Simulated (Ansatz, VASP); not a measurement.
## Two plane-wave programs on KBr

INCAR

```
SYSTEM = KBr
  PREC = Accurate
  ENCUT = 520
  EDIFF = 1E-6
  ISMEAR = 0
  SIGMA = 0.05
  LREAL = .FALSE.
  LASPH = .TRUE.
  NELM = 80
  ALGO = Normal
  ISIF = 2
  LWAVE = .FALSE.
  LCHARG = .TRUE.
  GGA = PS
  LELF = .TRUE.
  LVHAR = .TRUE.
  NBANDS = 15
```

The input KPOINTS:

```
Automatic mesh
0
G
  6 6 6
  0 0 0
```

POSCAR

```
KBr
1.0
    4.0458463876     -0.0966584461     -0.0966584461
   -0.0966584461      4.0458463876     -0.0966584461
   -0.0966584461     -0.0966584461      4.0458463876
K Br
1 1
Direct
    0.0000000000      0.0000000000      0.0000000000
    0.5000000000      0.5000000000      0.5000000000
```

Input for Ansatz:

```yaml
crystal:
  lattice:
    - [4.0458463876, -0.0966584461, -0.0966584461]
    - [-0.0966584461, 4.0458463876, -0.0966584461]
    - [-0.0966584461, -0.0966584461, 4.0458463876]
  atoms:
    - { symbol: K, position: [0.0, 0.0, 0.0] }
    - { symbol: Br, position: [0.5, 0.5, 0.5] }
basis:
  ecutwfc: 420
kpoints:
  mp_grid: { grid: [6, 6, 6] }
hamiltonian:
  xc: pbesol
scf:
  occupations: { method: gaussian, width: 0.05 }
output:
  forces: true
  stress: true
  eigenvalues: true
```

Alike in both runs: task single point; functional PBEsol; k mesh 6 × 6 × 6; occupations gaussian, width 0.05 eV; no spin polarisation.

|  | VASP | Ansatz |
| --- | --- | --- |
| version | VASP 6.6.1 | Ansatz 0.2.0 |
| potentials or method | VASP PAW PBE potentials, release 64 (K_sv, Br), cutoff 520 eV | scalar-relativistic, plane waves, PAW |
| valence electrons in the cell | 16 | 16 |

|  | VASP | Ansatz | Ansatz less VASP |
| --- | --- | --- | --- |
| gap on the k mesh at the Fermi level (eV) | 3.72 | 3.72 | +0.003 |
| least direct gap on the mesh (eV) | 3.94 | 3.95 | +0.003 |
| pressure (GPa) | -1.1 | -1.1 | 0.00 |
| traceless stress, the component that is largest in VASP (GPa) | 0.23 | 0.22 | -0.008 |

VASP's potentials were made for PBE, not for PBEsol. With one functional, cell and mesh, what is left measures potentials, basis and numerics.
